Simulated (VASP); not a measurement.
# Li (Im-3m) in VASP: notebook, part 2 of 2

VASP 6.6.1.

## (5) Single point, r2SCAN+D3(BJ)

This run uses another cell than the first one, of 22.91 Å³/atom, 1.060 times its volume.

Input file POSCAR:

```
Li
1.0
   -1.7890636389      1.7890636389      1.7890636389
    1.7890636389     -1.7890636389      1.7890636389
    1.7890636389      1.7890636389     -1.7890636389
Li
1
Direct
    0.0000000000      0.0000000000      0.0000000000
```

Input file INCAR.step1:

```
SYSTEM = Li
PREC = Accurate
ENCUT = 520
ISMEAR = -1
SIGMA = 0.05
LREAL = .FALSE.
LASPH = .TRUE.
NELM = 80
NBANDS = 8
GGA = PE
ALGO = Normal
EDIFF = 1E-4
LWAVE = .TRUE.
LCHARG = .FALSE.
```

Input file INCAR.step2:

```
SYSTEM = Li
PREC = Accurate
ENCUT = 520
EDIFF = 1E-6
ISMEAR = -1
SIGMA = 0.05
LREAL = .FALSE.
LASPH = .TRUE.
NELM = 80
ALGO = Normal
ISIF = 2
LWAVE = .FALSE.
LCHARG = .FALSE.
METAGGA = R2SCAN
LMIXTAU = .TRUE.
IVDW = 12
VDW_S6 = 1.0
VDW_S8 = 0.78981345
VDW_A1 = 0.49484001
VDW_A2 = 5.73083694
NBANDS = 8
ISTART = 1
```

Input file KPOINTS:

```
regular mesh
0
G
  11 11 11
  0 0 0
```

The run is started by

```console
> cat potpaw_PBE.64/Li_sv/POTCAR > POTCAR
> cp INCAR.step1 INCAR
> mpirun -np 1 vasp_std > vasp.out
> cp INCAR.step2 INCAR
> mpirun -np 1 vasp_std > vasp.out
```

Wall time 22 s (1 thread of Intel Xeon Platinum 8375C at 2.90GHz (Ice Lake), shared host); peak memory 0.14 GiB.

It converged, with:

- Free energy: -2.4531 eV
- Dispersion energy per atom: -0.070 eV

Levels at points of the mesh, in eV from the Fermi level:
```tsv
k point	band 1	band 2	band 3	band 4
(0.00, 0.00, 0.00)	-48.39	-3.69	15.00	15.00
```

Caveat: the cutoff is under 1.25 times the usual one of these potentials, so pressure, stress and relaxed cells hold a basis-set (Pulay) error; the PAW data sets were made with another functional, which shifts forces and pressure a little; pairwise dispersion overbinds metals, which lowers pressure and volume.

## (6) Single point, BLYP+D3(BJ)

This run uses another cell than the first one, of 15.72 Å³/atom, 0.727 times its volume.

Input file INCAR:

```
AGGAC = 1.0 ; AGGAX = 1.0
ALDAC = 0.0 ; ALDAX = 1.0
ALGO = Fast ; EDIFF = 1E-6
ENCUT = 520 ; GGA = B5
ISIF = 2 ; ISMEAR = -1
IVDW = 12 ; LASPH = True
LCHARG = False ; LREAL = False
LWAVE = False ; NBANDS = 8
NELM = 80 ; PREC = Accurate
SIGMA = 0.05 ; VDW_A1 = 0.4298
VDW_A2 = 4.2359 ; VDW_S6 = 1.0
VDW_S8 = 2.6996
```

Input file KPOINTS:

```
k-points
0
Gamma
  11 11 11
```

Input file POSCAR:

```
Li
1.0
   -1.5779589300      1.5779589300      1.5779589300
    1.5779589300     -1.5779589300      1.5779589300
    1.5779589300      1.5779589300     -1.5779589300
Li
1
Direct
    0.0000000000      0.0000000000      0.0000000000
```

Potentials or basis: VASP PAW PBE potentials, release 64 (Li_sv).

The run is started by

```console
> cat potpaw_PBE.64/Li_sv/POTCAR > POTCAR
> mpirun -np 1 vasp_std > vasp.out
```

OUTCAR:

```text
EDIFF = 1E-6
   ENCUT = 520
   GGA = B5
   ISIF = 2
   ISMEAR = -1
   IVDW = 12
   LASPH = True
   LREAL = False
   NELM = 80
   PREC = Accurate
 IVDW          = 12

 ion  position               nearest neighbor table
   1  0.000  0.000  0.000-

  LATTYP: Found a body centered cubic cell.
 ALAT       =     3.1559178600

  Lattice vectors:

 A1 = (  -1.5779589300,   1.5779589300,   1.5779589300)
 A2 = (   1.5779589300,  -1.5779589300,   1.5779589300)
 A3 = (   1.5779589300,   1.5779589300,  -1.5779589300)

Analysis of symmetry for initial positions (statically):
=====================================================================
 Subroutine PRICEL returns:
 Original cell was already a primitive cell.

 Routine SETGRP: Setting up the symmetry group for a
 body centered cubic supercell.

 Subroutine GETGRP returns: Found 48 space group operations
 (whereof 48 operations were pure point group operations)
 out of a pool of 48 trial point group operations.

The static configuration has the point symmetry O_h .

Analysis of symmetry for dynamics (positions and initial velocities):
=====================================================================
 Subroutine PRICEL returns:
 Original cell was already a primitive cell.

 Routine SETGRP: Setting up the symmetry group for a
 body centered cubic supercell.

 Subroutine GETGRP returns: Found 48 space group operations
 (whereof 48 operations were pure point group operations)
 out of a pool of 48 trial point group operations.

The dynamic configuration has the point symmetry O_h .

 Subroutine INISYM returns: Found 48 space group operations
 (whereof 48 operations are pure point group operations),
 and found     1 'primitive' translations

----------------------------------------------------------------------------------------

                                     Primitive cell

[... 109 lines left out ...]
  volume/ion in A,a.u.               =      15.72       106.06
  Fermi-wavevector in a.u.,A,eV,Ry     =   0.942612  1.781278 12.089009  0.888517
  Thomas-Fermi vector in A             =   2.070238
   LORBIT       =      0    0 simple, 1 ext, 2 COOP (PROOUT), +10 PAW based schemes
   GGA     = B5    functional components
   LHFCALC =     F    Hartree Fock is set to
   AEXX    =    0.0000 exact exchange contribution
   IVDW    =    12    specifies the selected vdW correction
   LEPSILON=     F    determine dielectric tensor
   LRPA    =     F    only Hartree local field effects (RPA)
 non-spin polarized calculation
 RMM-DIIS sequential band-by-band and
  energy-cutoff  :      520.00
  volume of cell :       15.72
 maximum number of plane-waves:       434
   NGX = 11   NGY = 11   NGZ = 11

 number of electron       2.9999988 magnetization

 Free energy of the ion-electron system (eV)
  ---------------------------------------------------
  ext. energy  EPLUGINS =         0.00000000
  ---------------------------------------------------
  free energy    TOTEN  =        -1.51452645 eV

  energy without entropy =       -1.51064834  energy(sigma->0) =       -1.51258739

 E-fermi :   1.8555     XC(G=0):  -7.2994

 val. band max:        1.8285252049   @ k =  -0.3636   0.4545   0.0909
 cond. band min:       2.0102553955   @ k =  -0.4545   0.4545   0.0909
 fundamental gap:      0.1817301906
 Fermi energy:         1.8555304435

 k-point     1 :       0.0000    0.0000    0.0000
  band No.  band energies     occupation
      1     -44.9967      2.00000
      2      -1.9978      2.00000
      3      18.9873      0.00000
      4      18.9874      0.00000
      5      18.9874      0.00000
      6      24.7854      0.00000
      7      24.7854      0.00000
      8      24.7854      0.00000
[... 243 lines left out ...]
 k-point    24 :       0.3636    0.1818    0.0909
  band No.  band energies     occupation
      1     -44.9451      2.00000
      2       3.1735      0.00000
      3       5.7869      0.00000
      4       9.8342      0.00000
      5      13.3201      0.00000
      6      24.8939      0.00000
      7      25.9216      0.00000
      8      29.8409      0.00000

 [... further k-points ...]

------------------------ aborting loop because EDIFF is reached ----------------------------------------

 Edisp (eV)   -0.48820

 E8    (eV) :    -0.3509

  FORCE on cell =-STRESS in cart. coord.  units (eV):
  Direction    XX          YY          ZZ          XY          YZ          ZX
  --------------------------------------------------------------------------------------
  -------------------------------------------------------------------------------------
  Total      -0.00481    -0.00481    -0.00481    -0.00000     0.00000    -0.00000
  in kB      -0.49009    -0.49009    -0.49009    -0.00000     0.00000    -0.00000
  external pressure =       -0.49 kB  Pullay stress =        0.00 kB

 VOLUME and BASIS-vectors are now :
 -----------------------------------------------------------------------------
  energy-cutoff  :      520.00
  volume of cell :       15.72
      direct lattice vectors                 reciprocal lattice vectors
    -1.577958930  1.577958930  1.577958930     0.000000000  0.316865028  0.316865028
     1.577958930 -1.577958930  1.577958930     0.316865028  0.000000000  0.316865028
     1.577958930  1.577958930 -1.577958930     0.316865028  0.316865028  0.000000000

 POSITION                                       TOTAL-FORCE (eV/Angst)
 -----------------------------------------------------------------------------------
      0.00000      0.00000      0.00000         0.000000      0.000000      0.000000
 -----------------------------------------------------------------------------------
    total drift:                                0.000000     -0.000000      0.000000

  FREE ENERGIE OF THE ION-ELECTRON SYSTEM (eV)
  ---------------------------------------------------
  free  energy   TOTEN  =        -2.0027276939 eV

  energy  without entropy=       -1.9988495842  energy(sigma->0) =       -2.00078864
```

Run time: 12 s. Hardware: 1 thread of AMD EPYC 9R45 (Zen 5), shared host; peak memory 0.09 GiB.

What came out:

```
Free energy                : -2.0027 eV
Dispersion energy per atom : -0.488 eV
```

Levels at points of the mesh, in eV from the Fermi level:
```tsv
k point	band 1	band 2	band 3	band 4	band 5
(0.00, 0.00, 0.00)	-46.85	-3.85	17.13	17.13	17.13
```

Caveat: the cutoff is under 1.25 times the usual one of these potentials, so pressure, stress and relaxed cells hold a basis-set (Pulay) error; the PAW data sets were made with another functional, which shifts forces and pressure a little; pairwise dispersion overbinds metals, which lowers pressure and volume.

## (7) Summary

| level | cell | gap on the mesh (eV) |
| --- | --- | --- |
| r2SCAN+D3(BJ) | a = 3.039 Å, angles 109.5°, 1 atom | none |
| r2SCAN+D3(BJ) | a = 3.059 Å, angles 109.5°, 1 atom | none |
| r2SCAN+D3(BJ) | a = 3.079 Å, angles 109.5°, 1 atom | none |
| r2SCAN+D3(BJ) | a = 3.099 Å, angles 109.5°, 1 atom | none |
| BLYP+D3(BJ) | a = 2.733 Å, angles 109.5°, 1 atom | none |

Alike in all rows: task single point; potentials or basis VASP PAW PBE potentials, release 64 (Li_sv); no spin polarisation; k mesh 11 × 11 × 11; cutoff (eV) 520; smearing fermi-dirac 0.05 eV.

Caveats: the cutoff is under 1.25 times the usual one of these potentials, so pressure, stress and relaxed cells hold a basis-set (Pulay) error; the PAW data sets were made with another functional, which shifts forces and pressure a little; pairwise dispersion overbinds metals, which lowers pressure and volume.

Absolute energies hang on the potentials; compare differences alone.
